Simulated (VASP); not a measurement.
CaO: single point with PBE

The system is CaO.

```xyz
2
Lattice="0.0000 2.5045 2.5045 2.5045 0.0000 2.5045 2.5045 2.5045 0.0000" Properties=species:S:1:pos:R:3 pbc="T T T"
Ca    0.0000    0.0000    0.0000
O     2.5045    2.5045    2.5045
```

```
Program             : VASP 6.6.1
Task                : single point
Functional          : PBE
Potentials or basis : VASP PAW PBE potentials, release 64 (Ca_sv, O)
Cutoff              : 600 eV
k mesh              : 7 × 7 × 7
Occupations         : fermi-dirac, width 0.003 eV
Spin                : no spin polarisation
```

```
Pressure               : -8.8 GPa
Band gap on the k mesh : 3.72 eV, indirect (least direct gap 3.78 eV)
```

Levels at points of the mesh, in eV from the valence-band top:
```
           k point  band 5  band 6  band 7  band 8  band 9  band 10  band 11  band 12
(0.00, 0.00, 0.00)  -15.30    0.00    0.00    0.00    3.78     5.90     5.90     5.90
```

Run time: 15 s on 1 thread of Intel(R) Xeon(R) Platinum 8488C (Sapphire Rapids) (shared host), peak memory 0.16 GiB.

A k mesh can miss the band edges. PBE gaps usually lie below the measured ones, often by a third to a half.
